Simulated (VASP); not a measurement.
# CoSi2 (Fm-3m) in VASP: further runs, part 2 of 2

VASP 6.6.1. The steps go on from the part before.

### 4 Single point, PBEsol, collinear spin, ferromagnetic start

This run uses another cell than the first one, of 12.80 Å³/atom, 1.051 times its volume.

Input file INCAR:

```
SYSTEM = CoSi2
PREC     = Accurate       ! precision mode
ENCUT    = 520            ! plane-wave cutoff, eV
EDIFF    = 1E-7           ! SCF threshold, eV
ISMEAR   = -1             ! smearing method
SIGMA    = 0.05           ! smearing width, eV
LREAL    = .FALSE.        ! projectors in reciprocal space
LASPH    = .TRUE.         ! aspherical terms in the spheres
NELM     = 150            ! most SCF steps
ALGO     = Normal         ! electronic algorithm
ISIF     = 2              ! what is computed and relaxed
LWAVE    = .FALSE.        ! write WAVECAR
LCHARG   = .FALSE.        ! write CHGCAR
ISPIN    = 2              ! spin polarisation
MAGMOM   = 2 0 0          ! initial moments
LORBIT   = 11             ! projections on sites
LMAXMIX  = 4              ! l up to which the mixer works
GGA      = PS             ! functional
NBANDS   = 20             ! bands
```

Input file KPOINTS:

```
regular mesh
0
G
  9 9 9
  0 0 0
```

Input file POSCAR:

```
CoSi2
1.0
    0.0000000000      2.6780000000      2.6780000000
    2.6780000000      0.0000000000      2.6780000000
    2.6780000000      2.6780000000      0.0000000000
Co Si
1 2
Direct
    0.0000000000      0.0000000000      0.0000000000
    0.7500000000      0.7500000000      0.7500000000
    0.2500000000      0.2500000000      0.2500000000
```

Potentials or basis: VASP PAW PBE potentials, release 64 (Co, Si).

Launch:

```bash
> cat potpaw_PBE.64/Co/POTCAR potpaw_PBE.64/Si/POTCAR > POTCAR
> mpirun -np 1 vasp_std > vasp.out
```

OUTCAR:

```text
SYSTEM = CoSi2
   PREC = Accurate
   ENCUT = 520
   EDIFF = 1E-7
   ISMEAR = -1
   LREAL = .FALSE.
   LASPH = .TRUE.
   NELM = 150
   ISIF = 2
   ISPIN = 2
   LORBIT = 11
   GGA = PS

 ion  position               nearest neighbor table
   1  0.000  0.000  0.000-   2 2.32   3 2.32   2 2.32   2 2.32   3 2.32   2 2.32   3 2.32   3 2.32

   2  0.750  0.750  0.750-   1 2.32   1 2.32   1 2.32   1 2.32   3 2.68   3 2.68   3 2.68   3 2.68
                             3 2.68   3 2.68
   3  0.250  0.250  0.250-   1 2.32   1 2.32   1 2.32   1 2.32   2 2.68   2 2.68   2 2.68   2 2.68
                             2 2.68   2 2.68

  LATTYP: Found a face centered cubic cell.
 ALAT       =     5.3560000000

  Lattice vectors:

 A1 = (   0.0000000000,   2.6780000000,   2.6780000000)
 A2 = (   2.6780000000,   0.0000000000,   2.6780000000)
 A3 = (   2.6780000000,   2.6780000000,   0.0000000000)

Analysis of symmetry for initial positions (statically):
=====================================================================
 Subroutine PRICEL returns:
 Original cell was already a primitive cell.

 Routine SETGRP: Setting up the symmetry group for a
 face centered cubic supercell.

 Subroutine GETGRP returns: Found 48 space group operations
 (whereof 48 operations were pure point group operations)
 out of a pool of 48 trial point group operations.

The static configuration has the point symmetry O_h .

Analysis of symmetry for dynamics (positions and initial velocities):
=====================================================================
 Subroutine PRICEL returns:
 Original cell was already a primitive cell.

 Routine SETGRP: Setting up the symmetry group for a
 face centered cubic supercell.

 Subroutine GETGRP returns: Found 48 space group operations
 (whereof 48 operations were pure point group operations)
 out of a pool of 48 trial point group operations.

The dynamic configuration has the point symmetry O_h .

Analysis of structural, dynamic, and magnetic symmetry:
[... 152 lines left out ...]
 number of electron      16.9999995 magnetization      -0.0002792

 Free energy of the ion-electron system (eV)
  ---------------------------------------------------
  ext. energy  EPLUGINS =         0.00000000
  ---------------------------------------------------
  free energy    TOTEN  =       -20.96935990 eV

  energy without entropy =      -20.95918689  energy(sigma->0) =      -20.96427340

 E-fermi :   9.9649     XC(G=0): -11.8555

 val. band max:        9.9413057669   @ k =  -0.2222   0.1111   0.0000
 cond. band min:       9.9904592279   @ k =   0.3333   0.1111   0.0000
 fundamental gap:      0.0491534610
 Fermi energy:         9.9648514234

 spin component 1

 k-point     1 :       0.0000    0.0000    0.0000
  band No.  band energies     occupation
      1      -3.1224      1.00000
      2       5.9174      1.00000
      3       5.9174      1.00000
      4       5.9174      1.00000
      5       8.0954      1.00000
      6       8.0954      1.00000
[... 541 lines left out ...]
     19      25.0513      0.00000
     20      25.0513      0.00000

 [... further k-points ...]

 spin component 2

 k-point     1 :       0.0000    0.0000    0.0000
  band No.  band energies     occupation
      1      -3.1223      1.00000
      2       5.9174      1.00000
      3       5.9174      1.00000
      4       5.9174      1.00000
      5       8.0954      1.00000
      6       8.0954      1.00000
[... 541 lines left out ...]
     19      25.0513      0.00000
     20      25.0513      0.00000

 [... further k-points ...]
[... 5 lines left out ...]
  --------------------------------------------------------------------------------------
  -------------------------------------------------------------------------------------
  Total       -1.0422196     -1.0422196     -1.0422196      0.0000000      0.0000000      0.0000000
  in kB      -43.4718482    -43.4718482    -43.4718482      0.0000000      0.0000000      0.0000000
  external PRESSURE =     -43.4718482 kB  Pullay stress =       0.0000000 kB

 VOLUME and BASIS-vectors are now :
 -----------------------------------------------------------------------------
  energy-cutoff  :      520.00
  volume of cell :       38.41
      direct lattice vectors                 reciprocal lattice vectors
     0.000000000  2.678000000  2.678000000    -0.186706497  0.186706497  0.186706497
     2.678000000  0.000000000  2.678000000     0.186706497 -0.186706497  0.186706497
     2.678000000  2.678000000  0.000000000     0.186706497  0.186706497 -0.186706497

 POSITION                                       TOTAL-FORCE (eV/Angst)
 -----------------------------------------------------------------------------------
      0.00000      0.00000      0.00000        -0.000000      0.000000     -0.000000
      4.01700      4.01700      4.01700         0.000000      0.000000      0.000000
      1.33900      1.33900      1.33900        -0.000000     -0.000000     -0.000000
 -----------------------------------------------------------------------------------
    total drift:                               -0.000000     -0.000000      0.000000

  FREE ENERGIE OF THE ION-ELECTRON SYSTEM (eV)
  ---------------------------------------------------
  free  energy   TOTEN  =       -20.9693599020 eV

  energy  without entropy=      -20.9591868903  energy(sigma->0) =      -20.96427340

 total charge

# of ion       s       p       d       tot
------------------------------------------
    1        0.542   0.721   7.602   8.866
    2        0.717   0.870   0.000   1.588
    3        0.717   0.870   0.000   1.588
--------------------------------------------------
tot          1.977   2.462   7.602  12.042

 magnetization (x)

# of ion       s       p       d       tot
------------------------------------------
    1       -0.000  -0.000  -0.000  -0.000
    2        0.000   0.000   0.000   0.000
    3        0.000   0.000   0.000   0.000
--------------------------------------------------
tot          0.000   0.000  -0.000  -0.000
```

OSZICAR:

```text
N       E                     dE             d eps       ncg     rms          rms(c)
DAV:   1     0.660048363367E+02    0.66005E+02   -0.67252E+03  2832   0.827E+02
DAV:   2    -0.177562993259E+02   -0.83761E+02   -0.73473E+02  2968   0.185E+02
DAV:   3    -0.221911177361E+02   -0.44348E+01   -0.42847E+01  3372   0.451E+01
DAV:   4    -0.222660674996E+02   -0.74950E-01   -0.74786E-01  3260   0.531E+00
DAV:   5    -0.222682092389E+02   -0.21417E-02   -0.21415E-02  3464   0.944E-01    0.169E+01
DAV:   6    -0.272452905722E+02   -0.49771E+01   -0.20060E+01  3116   0.903E+01    0.200E+01
DAV:   7    -0.210209002114E+02    0.62244E+01   -0.99193E+00  3452   0.697E+01    0.339E+00
DAV:   8    -0.210064951207E+02    0.14405E-01   -0.61400E-01  3496   0.502E+00    0.206E+00
DAV:   9    -0.209697290066E+02    0.36766E-01   -0.73285E-02  3464   0.402E+00    0.769E-01
DAV:  10    -0.209695651863E+02    0.16382E-03   -0.29747E-03  3748   0.446E-01    0.328E-01
DAV:  11    -0.209693112123E+02    0.25397E-03   -0.56669E-04  3508   0.333E-01    0.124E-01
DAV:  12    -0.209693645115E+02   -0.53299E-04   -0.17569E-04  3512   0.141E-01    0.519E-02
DAV:  13    -0.209693599912E+02    0.45202E-05   -0.15213E-05  3504   0.419E-02    0.136E-02
DAV:  14    -0.209693598848E+02    0.10645E-06   -0.12760E-06  3924   0.131E-02    0.399E-03
DAV:  15    -0.209693599020E+02   -0.17283E-07   -0.41102E-07  3172   0.453E-03
   1 F= -.20969360E+02 E0= -.20964273E+02  d E =-.101730E-01  mag=     0.0000
```

Wall time 23 s (1 thread of Intel Xeon 6975P-C (Granite Rapids), shared host); peak memory 0.19 GiB.

Results:

```
Free energy                                           : -20.9694 eV
Pressure                                              : -4.3 GPa
Net moment                                            : 0.00 μB per cell
Valence electrons inside the program's atomic spheres : Co 8.87; Si 1.59
```

Caveat: the starting moments collapsed, and a magnetic state may lie lower; the PAW data sets were made with another functional, which shifts forces and pressure a little.
